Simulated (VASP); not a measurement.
# Pb2Se (Pn-3m) in VASP: notebook

The runs below take Pb2Se through single point, relaxation of cell and atoms, with PBE.

Everything below comes from runs of VASP 6.6.1. Logs are shortened: lines on timing, memory, paths and dates and some standing lists are left out, and cuts for length are marked.

### 1 The cell of the first run

Symmetry: Pn-3m, No. 224, cubic system. Conventional cell: a = 6.541 Å, b = 6.541 Å, c = 6.541 Å, α = 90.00°, β = 90.00°, γ = 90.00°. Pb (site symmetry -3m) has 2 Se at 2.83 Å within 3.7 Å. Se (site symmetry -43m) has 4 Pb at 2.83 Å within 3.7 Å.

### 2 Single point, PBE

Input file INCAR:

```
PREC = Accurate
ENCUT = 520
EDIFF = 1E-6
ISMEAR = 0
SIGMA = 0.1
LREAL = False
LASPH = True
NELM = 80
ALGO = Normal
ISIF = 2
LWAVE = False
LCHARG = False
GGA = PE
NBANDS = 43
```

Input file KPOINTS:

```
Automatic mesh
0
Gamma
  4 4 4
```

Input file POSCAR:

```
Pb2Se
1.0
    6.5414561871      0.0000000000      0.0000000000
    0.0000000000      6.5414561871      0.0000000000
    0.0000000000      0.0000000000      6.5414561871
Pb Se
4 2
Direct
    0.2500000000      0.2500000000      0.2500000000
    0.2500000000      0.7500000000      0.7500000000
    0.7500000000      0.7500000000      0.2500000000
    0.7500000000      0.2500000000      0.7500000000
    0.0000000000      0.0000000000      0.0000000000
    0.5000000000      0.5000000000      0.5000000000
```

Potentials or basis: VASP PAW PBE potentials, release 64 (Pb_d, Se).

Started as:

```bash
$ cat potpaw_PBE.64/Pb_d/POTCAR potpaw_PBE.64/Se/POTCAR > POTCAR
$ mpirun -np 1 vasp_std > vasp.out
```

OUTCAR:

```text
PREC = Accurate
   ENCUT = 520
   EDIFF = 1E-6
   ISMEAR = 0
   LREAL = False
   LASPH = True
   NELM = 80
   ISIF = 2
   GGA = PE

 ion  position               nearest neighbor table
   1  0.250  0.250  0.250-   5 2.83   6 2.83
   2  0.250  0.750  0.750-   5 2.83   6 2.83
   3  0.750  0.750  0.250-   5 2.83   6 2.83
   4  0.750  0.250  0.750-   5 2.83   6 2.83
   5  0.000  0.000  0.000-   1 2.83   2 2.83   3 2.83   4 2.83
   6  0.500  0.500  0.500-   1 2.83   2 2.83   3 2.83   4 2.83

  LATTYP: Found a simple cubic cell.
 ALAT       =     6.5414561871

  Lattice vectors:

 A1 = (   6.5414561871,   0.0000000000,   0.0000000000)
 A2 = (   0.0000000000,   6.5414561871,   0.0000000000)
 A3 = (   0.0000000000,   0.0000000000,   6.5414561871)

Analysis of symmetry for initial positions (statically):
=====================================================================
 Subroutine PRICEL returns:
 Original cell was already a primitive cell.

 Routine SETGRP: Setting up the symmetry group for a
 simple cubic supercell.

 Subroutine GETGRP returns: Found 48 space group operations
 (whereof 24 operations were pure point group operations)
 out of a pool of 48 trial point group operations.

The static configuration has the point symmetry T_d .
 The point group associated with its full space group is O_h .

Analysis of symmetry for dynamics (positions and initial velocities):
=====================================================================
 Subroutine PRICEL returns:
 Original cell was already a primitive cell.

 Routine SETGRP: Setting up the symmetry group for a
 simple cubic supercell.

 Subroutine GETGRP returns: Found 48 space group operations
 (whereof 24 operations were pure point group operations)
 out of a pool of 48 trial point group operations.

The dynamic configuration has the point symmetry T_d .
 The point group associated with its full space group is O_h .

 Subroutine INISYM returns: Found 48 space group operations
 (whereof 24 operations are pure point group operations),
 and found     1 'primitive' translations

----------------------------------------------------------------------------------------

                                     Primitive cell

  volume of cell :     279.9132

  direct lattice vectors                    reciprocal lattice vectors
     6.541456187  0.000000000  0.000000000     0.152871161  0.000000000  0.000000000
     0.000000000  6.541456187  0.000000000     0.000000000  0.152871161  0.000000000
     0.000000000  0.000000000  6.541456187     0.000000000  0.000000000  0.152871161

  length of vectors
     6.541456187  6.541456187  6.541456187     0.152871161  0.152871161  0.152871161

  position of ions in fractional coordinates (direct lattice)
     0.250000000  0.250000000  0.250000000
     0.250000000  0.750000000  0.750000000
     0.750000000  0.750000000  0.250000000
     0.750000000  0.250000000  0.750000000
     0.000000000  0.000000000  0.000000000
     0.500000000  0.500000000  0.500000000

  ion indices of the primitive-cell ions
   primitive index   ion index
                 1           1
                 2           2
                 3           3
                 4           4
                 5           5
                 6           6

----------------------------------------------------------------------------------------

 KPOINTS: Automatic mesh

Automatic generation of k-mesh.
 Grid dimensions read from file:
 generate k-points for:    4    4    4

 Generating k-lattice:

  Cartesian coordinates                     Fractional coordinates (reciprocal lattice)
     0.038217790  0.000000000  0.000000000     0.250000000  0.000000000  0.000000000
     0.000000000  0.038217790  0.000000000     0.000000000  0.250000000  0.000000000
     0.000000000  0.000000000  0.038217790     0.000000000  0.000000000  0.250000000

  Length of vectors
     0.038217790  0.038217790  0.038217790

  Shift w.r.t. Gamma in fractional coordinates (k-lattice)
     0.000000000  0.000000000  0.000000000

 Subroutine IBZKPT returns following result:
 ===========================================

 Found     10 irreducible k-points:

 Following reciprocal coordinates:
            Coordinates               Weight
  0.000000  0.000000  0.000000      1.000000
  0.250000  0.000000  0.000000      6.000000
  0.500000  0.000000  0.000000      3.000000
  0.250000  0.250000  0.000000     12.000000
  0.500000  0.250000  0.000000     12.000000
  0.500000  0.500000  0.000000      3.000000
  0.250000  0.250000  0.250000      8.000000
  0.500000  0.250000  0.250000     12.000000
  0.500000  0.500000  0.250000      6.000000
  0.500000  0.500000  0.500000      1.000000
   k-points           NKPTS =     10   k-points in BZ     NKDIM =     10   number of bands    NBANDS=     43
   number of dos      NEDOS =    301   number of ions     NIONS =      6
   total plane-waves  NPLWV = 125000
   dimension x,y,z NGX =    50 NGY =   50 NGZ =   50
   dimension x,y,z NGXF=   100 NGYF=  100 NGZF=  100
   ions per type =               4   2
   NGX,Y,Z   is equivalent  to a cutoff of  12.71, 12.71, 12.71 a.u.
   NGXF,Y,Z  is equivalent  to a cutoff of  25.41, 25.41, 25.41 a.u.
 SYSTEM =  unknown system
   PREC   = accura    normal or accurate (medium, high low for compatibility)
   ISTART =      0    job   : 0-new  1-cont  2-samecut
   ICHARG =      2    charge: 1-file 2-atom 10-const
   ISPIN  =      1    spin polarized calculation?
   LNONCOLLINEAR =      F non collinear calculations
   LSORBIT =      F    spin-orbit coupling
   LASPH  =      T    aspherical Exc in radial PAW
   ENCUT  =  520.0 eV  38.22 Ry    6.18 a.u.  12.16 12.16 12.16*2*pi/ulx,y,z
   NELM   =     80;   NELMIN=  2; NELMDL= -5     # of ELM steps
   EDIFF  = 0.1E-05   stopping-criterion for ELM
   LREAL  =      F    real-space projection
   EDIFFG = 0.1E-04   stopping-criterion for IOM
   NSW    =      0    number of steps for IOM
   IBRION =     -1    ionic relax: 0-MD 1-quasi-New 2-CG
   NFREE  =      0    steps in history (QN), initial steepest desc. (CG)
   ISIF   =      2    stress and relaxation
   ISYM   =      2    0-nonsym 1-usesym 2-fastsym
   POTIM  = 0.5000    time-step for ionic-motion
   TEBEG  =    0.0;   TEEND  =   0.0 temperature during run
   PSTRESS=    0.0 pullay stress
   NELECT =      68.0000    total number of electrons
   NUPDOWN=      -1.0000    fix difference up-down
   EMIN   =  10.00;   EMAX   =-10.00  energy-range for DOS
   EFERMI =   0.00;   METHOD = LEGACY
   ISMEAR =     0;   SIGMA  =   0.10  broadening in eV -4-tet -1-fermi 0-gaus
   EFERMI_NEDOS =   21; number of points for ismear=-14 and -15
   IALGO  =     38    algorithm
   IMIX   =      4    mixing-type and parameters
     AMIX     =   0.40;   BMIX     =  1.00
     AMIX_MAG =   1.60;   BMIX_MAG =  1.00
  volume/ion in A,a.u.               =      46.65       314.82
  Fermi-wavevector in a.u.,A,eV,Ry     =   1.021496  1.930348 14.197056  1.043454
  Thomas-Fermi vector in A             =   2.155124
   LORBIT       =      0    0 simple, 1 ext, 2 COOP (PROOUT), +10 PAW based schemes
   GGA     = PE    functional components
   LHFCALC =     F    Hartree Fock is set to
   AEXX    =    0.0000 exact exchange contribution
   IVDW    =     0    specifies the selected vdW correction
   LEPSILON=     F    determine dielectric tensor
   LRPA    =     F    only Hartree local field effects (RPA)
 non-spin polarized calculation
 Gauss-broadening in eV      SIGMA  =   0.10
  energy-cutoff  :      520.00
  volume of cell :      279.91
 maximum number of plane-waves:      7568
 NGX is ok and might be reduce to    50
   NGX = 25   NGY = 25   NGZ = 25

 number of electron      67.9999974 magnetization

 Free energy of the ion-electron system (eV)
  ---------------------------------------------------
  ext. energy  EPLUGINS =         0.00000000
  ---------------------------------------------------
  free energy    TOTEN  =       -19.33452049 eV

  energy without entropy =      -19.31847025  energy(sigma->0) =      -19.32649537

 E-fermi :   2.3484     XC(G=0):  -7.5807

 val. band max:        2.3434466927   @ k =   0.5000   0.5000   0.2500
 cond. band min:       2.5018444711   @ k =   0.2500   0.2500   0.0000
 fundamental gap:      0.1583977784
 Fermi energy:         2.3483695033

 k-point     1 :       0.0000    0.0000    0.0000
  band No.  band energies     occupation
      1     -14.9958      2.00000
      2     -14.8811      2.00000
      3     -14.8811      2.00000
      4     -14.8758      2.00000
      5     -14.8758      2.00000
      6     -14.8758      2.00000
[... 35 lines left out ...]
     42       6.2323      0.00000
     43       6.7391      0.00000

 k-point     2 :       0.2500    0.0000    0.0000
  band No.  band energies     occupation
      1     -14.9745      2.00000
      2     -14.8798      2.00000
      3     -14.8785      2.00000
      4     -14.8780      2.00000
      5     -14.8738      2.00000
      6     -14.8738      2.00000
[... 35 lines left out ...]
     42       6.7106      0.00000
     43       7.1790      0.00000

 k-point     3 :       0.5000    0.0000    0.0000
  band No.  band energies     occupation
      1     -14.9223      2.00000
      2     -14.9223      2.00000
      3     -14.8770      2.00000
      4     -14.8770      2.00000
      5     -14.8710      2.00000
      6     -14.8710      2.00000
[... 35 lines left out ...]
     42       5.4687      0.00000
     43       7.0567      0.00000

 k-point     4 :       0.2500    0.2500    0.0000
  band No.  band energies     occupation
      1     -14.9590      2.00000
      2     -14.8849      2.00000
      3     -14.8778      2.00000
      4     -14.8774      2.00000
      5     -14.8743      2.00000
      6     -14.8716      2.00000
[... 35 lines left out ...]
     42       6.4878      0.00000
     43       7.0812      0.00000

 k-point     5 :       0.5000    0.2500    0.0000
  band No.  band energies     occupation
      1     -14.9210      2.00000
      2     -14.9210      2.00000
      3     -14.8757      2.00000
      4     -14.8757      2.00000
      5     -14.8731      2.00000
      6     -14.8731      2.00000
[... 35 lines left out ...]
     42       5.6600      0.00000
     43       6.8657      0.00000

 k-point     6 :       0.5000    0.5000    0.0000
  band No.  band energies     occupation
      1     -14.9196      2.00000
      2     -14.9196      2.00000
      3     -14.8752      2.00000
      4     -14.8752      2.00000
      5     -14.8721      2.00000
      6     -14.8721      2.00000
[... 35 lines left out ...]
     42       5.8190      0.00000
     43       6.8541      0.00000

 k-point     7 :       0.2500    0.2500    0.2500
  band No.  band energies     occupation
      1     -14.9573      2.00000
      2     -14.8851      2.00000
      3     -14.8773      2.00000
      4     -14.8773      2.00000
      5     -14.8719      2.00000
      6     -14.8719      2.00000
[... 35 lines left out ...]
     42       6.3420      0.00000
     43       6.8781      0.00000

 k-point     8 :       0.5000    0.2500    0.2500
  band No.  band energies     occupation
      1     -14.9552      2.00000
      2     -14.8865      2.00000
      3     -14.8764      2.00000
      4     -14.8750      2.00000
      5     -14.8732      2.00000
      6     -14.8727      2.00000
[... 35 lines left out ...]
     42       6.3457      0.00000
     43       6.8913      0.00000

 k-point     9 :       0.5000    0.5000    0.2500
  band No.  band energies     occupation
      1     -14.9692      2.00000
      2     -14.8758      2.00000
      3     -14.8758      2.00000
      4     -14.8742      2.00000
      5     -14.8735      2.00000
      6     -14.8719      2.00000
[... 35 lines left out ...]
     42       6.7465      0.00000
     43       6.9489      0.00000

 k-point    10 :       0.5000    0.5000    0.5000
  band No.  band energies     occupation
      1     -14.9897      2.00000
      2     -14.8764      2.00000
      3     -14.8764      2.00000
      4     -14.8764      2.00000
      5     -14.8717      2.00000
      6     -14.8717      2.00000
[... 35 lines left out ...]
     42       7.0829      0.00000
     43       7.0831      0.00000

------------------------ aborting loop because EDIFF is reached ----------------------------------------

  FORCE on cell =-STRESS in cart. coord.  units (eV):
  Direction    XX          YY          ZZ          XY          YZ          ZX
  --------------------------------------------------------------------------------------
  -------------------------------------------------------------------------------------
  Total        0.0566191      0.0566191      0.0566191      0.0000000     -0.0000000      0.0000000
  in kB        0.3240787      0.3240787      0.3240787      0.0000000     -0.0000000      0.0000000
  external PRESSURE =       0.3240787 kB  Pullay stress =       0.0000000 kB

 VOLUME and BASIS-vectors are now :
 -----------------------------------------------------------------------------
  energy-cutoff  :      520.00
  volume of cell :      279.91
      direct lattice vectors                 reciprocal lattice vectors
     6.541456187  0.000000000  0.000000000     0.152871161  0.000000000  0.000000000
     0.000000000  6.541456187  0.000000000     0.000000000  0.152871161  0.000000000
     0.000000000  0.000000000  6.541456187     0.000000000  0.000000000  0.152871161

 POSITION                                       TOTAL-FORCE (eV/Angst)
 -----------------------------------------------------------------------------------
      1.63536      1.63536      1.63536        -0.000000      0.000000      0.000000
      1.63536      4.90609      4.90609         0.000000      0.000000     -0.000000
      4.90609      4.90609      1.63536         0.000000     -0.000000     -0.000000
      4.90609      1.63536      4.90609        -0.000000     -0.000000      0.000000
      0.00000      0.00000      0.00000        -0.000000      0.000000     -0.000000
      3.27073      3.27073      3.27073        -0.000000      0.000000     -0.000000
 -----------------------------------------------------------------------------------
    total drift:                               -0.000000      0.000000     -0.000000

  FREE ENERGIE OF THE ION-ELECTRON SYSTEM (eV)
  ---------------------------------------------------
  free  energy   TOTEN  =       -19.3345204878 eV

  energy  without entropy=      -19.3184702464  energy(sigma->0) =      -19.32649537
```

Run time: 1.7 min. Hardware: 1 thread of Intel Xeon Platinum 8488C (Sapphire Rapids), shared host; peak memory 0.38 GiB.

Results:

| Property | Result |
| --- | --- |
| Free energy | -19.3345 eV |
| Pressure | 0.0 GPa |
| Band gap on the k mesh | zero (bands 34 and 35 overlap by 0.91 eV) |

Levels at points of the mesh, in eV from the Fermi level:
```csv
k point,band 30,band 31,band 32,band 33,band 34,band 35,band 36,band 37,band 38,band 39
"(0.00, 0.00, 0.00)",-1.35,-1.35,-1.03,-1.03,-1.03,0.88,0.88,0.88,2.02,2.02
"(0.50, 0.00, 0.00)",-2.39,-1.33,-1.33,-0.53,-0.53,-0.05,-0.05,0.87,0.87,2.46
"(0.50, 0.50, 0.00)",-2.71,-1.82,-1.82,0.39,0.39,0.43,0.43,0.97,0.97,1.73
"(0.50, 0.50, 0.50)",-0.94,-0.94,-0.94,-0.52,-0.52,-0.52,1.63,1.63,1.72,1.94
```

Caveat: spin-orbit coupling is left out, which moves the levels of the heavy elements.

(Part 1 of 2 ends here.)

The gap in the log of VASP goes by the Fermi energy; the results here count the filled bands.